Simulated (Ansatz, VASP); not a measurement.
## Si2Mo: VASP beside Ansatz

File INCAR:

```
SYSTEM = Si2Mo
ALGO = Normal
EDIFF = 1E-6
ENCUT = 520
GGA = PE
ISIF = 2
ISMEAR = 0
LASPH = .TRUE.
LCHARG = .FALSE.
LREAL = .FALSE.
LWAVE = .FALSE.
NBANDS = 56
NELM = 100
PREC = Accurate
SIGMA = 0.15
```

The input KPOINTS:

```
k-points
0
G
  10 10 6
  0 0 0
```

POSCAR

```
Si2Mo
1.0
    3.2168473629     -3.2168473629      0.0000000000
   -3.2168473629     -3.2168473629      0.0000000000
    0.0000000000      0.0000000000     -7.8730200112
Si Mo
8 4
Direct
    0.0000000000      0.5000000000      0.1649008604
    0.5000000000      0.5000000000      0.6649008604
    0.5000000000      1.0000000000      0.1649008604
    0.0000000000      1.0000000000      0.6649008604
    0.0000000000      0.5000000000      0.8350991396
    0.5000000000      0.5000000000      0.3350991396
    0.5000000000      1.0000000000      0.8350991396
    0.0000000000      1.0000000000      0.3350991396
    0.0000000000      0.0000000000      0.0000000000
    0.5000000000      0.0000000000      0.5000000000
    0.5000000000      0.5000000000      0.0000000000
    1.0000000000      0.5000000000      0.5000000000
```

Input for Ansatz:

```yaml
crystal:
  lattice:
    - [3.2168473629, -3.2168473629, 0.0]
    - [-3.2168473629, -3.2168473629, 0.0]
    - [0.0, 0.0, -7.8730200112]
  atoms:
    - { symbol: Si, position: [0.0, 0.5, 0.1649008604] }
    - { symbol: Si, position: [0.5, 0.5, 0.6649008604] }
    - { symbol: Si, position: [0.5, 1.0, 0.1649008604] }
    - { symbol: Si, position: [0.0, 1.0, 0.6649008604] }
    - { symbol: Si, position: [0.0, 0.5, 0.8350991396] }
    - { symbol: Si, position: [0.5, 0.5, 0.3350991396] }
    - { symbol: Si, position: [0.5, 1.0, 0.8350991396] }
    - { symbol: Si, position: [0.0, 1.0, 0.3350991396] }
    - { symbol: Mo, position: [0.0, 0.0, 0.0] }
    - { symbol: Mo, position: [0.5, 0.0, 0.5] }
    - { symbol: Mo, position: [0.5, 0.5, 0.0] }
    - { symbol: Mo, position: [1.0, 0.5, 0.5] }
basis:
  ecutwfc: 420
kpoints:
  mp_grid: { grid: [10, 10, 6] }
hamiltonian:
  xc: pbe
scf:
  occupations: { method: gaussian, width: 0.15 }
output:
  forces: true
  stress: true
  eigenvalues: true
```

Alike in both runs: task single point; functional PBE; k mesh 10 × 10 × 6; occupations gaussian, width 0.15 eV; no spin polarisation.

|  | VASP | Ansatz |
| --- | --- | --- |
| version | VASP 6.6.1 | Ansatz 0.2.0 |
| potentials or method | VASP PAW PBE potentials, release 64 (Si, Mo_sv), cutoff 520 eV | scalar-relativistic, plane waves, PAW |
| valence electrons in the cell | 88 | 88 |

Ansatz gave:

- gap on the k mesh at the Fermi level (eV): none
- pressure (GPa): 0.0

Question: What did VASP give for the same quantities?

Answer: gap on the k mesh at the Fermi level (eV): none; pressure (GPa): 0.2.

A gap of «none» marks a metal or a gap that the smearing closes.
